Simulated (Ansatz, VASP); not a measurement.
## Rb in VASP and in Ansatz

Contents of INCAR:

```
SYSTEM = Rb
PREC     = Accurate       ! precision mode
ENCUT    = 520            ! plane-wave cutoff, eV
EDIFF    = 1E-6           ! SCF threshold, eV
ISMEAR   = -1             ! smearing method
SIGMA    = 0.1            ! smearing width, eV
LREAL    = .FALSE.        ! projectors in reciprocal space
LASPH    = .TRUE.         ! aspherical terms in the spheres
NELM     = 60             ! most SCF steps
ALGO     = Normal         ! electronic algorithm
ISIF     = 2              ! what is computed and relaxed
LWAVE    = .FALSE.        ! write WAVECAR
LCHARG   = .FALSE.        ! write CHGCAR
GGA      = PS             ! functional
NBANDS   = 10             ! bands
```

Contents of KPOINTS:

```
Automatic mesh
0
G
  9 9 9
  0 0 0
```

Contents of POSCAR:

```
Rb
1.0
    0.0000000000      3.4218879896      3.4218879896
    3.4218879896      0.0000000000      3.4218879896
    3.4218879896      3.4218879896      0.0000000000
Rb
1
Direct
    0.0000000000      0.0000000000      0.0000000000
```

Input for Ansatz:

```yaml
crystal:
  lattice:
    - [0.0, 3.4218879896, 3.4218879896]
    - [3.4218879896, 0.0, 3.4218879896]
    - [3.4218879896, 3.4218879896, 0.0]
  atoms:
    - { symbol: Rb, position: [0.0, 0.0, 0.0] }
hamiltonian:
  xc: pbesol
  pseudopotentials:
    kind: paw
    azcp:
      Rb: "pseudopotentials/Rb.paw.azcp"
basis:
  ecutwfc: 420
  fft_grid_basis: typed
kpoints:
  mp_grid: { grid: [9, 9, 9], shift: [0, 0, 0] }
magnetization:
  spin_polarized: false
scf:
  occupations: { method: fermi_dirac, width: 0.1 }
  lower_state_search: "off"
output:
  stress: true
```

Alike in both runs: task single point; functional PBEsol; k mesh 9 × 9 × 9; occupations fermi-dirac, width 0.1 eV; no spin polarisation.

|  | VASP | Ansatz |
| --- | --- | --- |
| version | VASP 6.6.1 | Ansatz 0.2.0 |
| potentials or method | VASP PAW PBE potentials, release 64 (Rb_sv), cutoff 520 eV | plane waves (420 eV) with PAW, scalar-relativistic |
| valence electrons in the cell | 9 | 9 |

|  | VASP | Ansatz | Ansatz less VASP |
| --- | --- | --- | --- |
| pressure (GPa) | 0.3 | 0.3 | 0.00 |

VASP's potentials were made for PBE, not for PBEsol, and Ansatz warns of the same on its side.
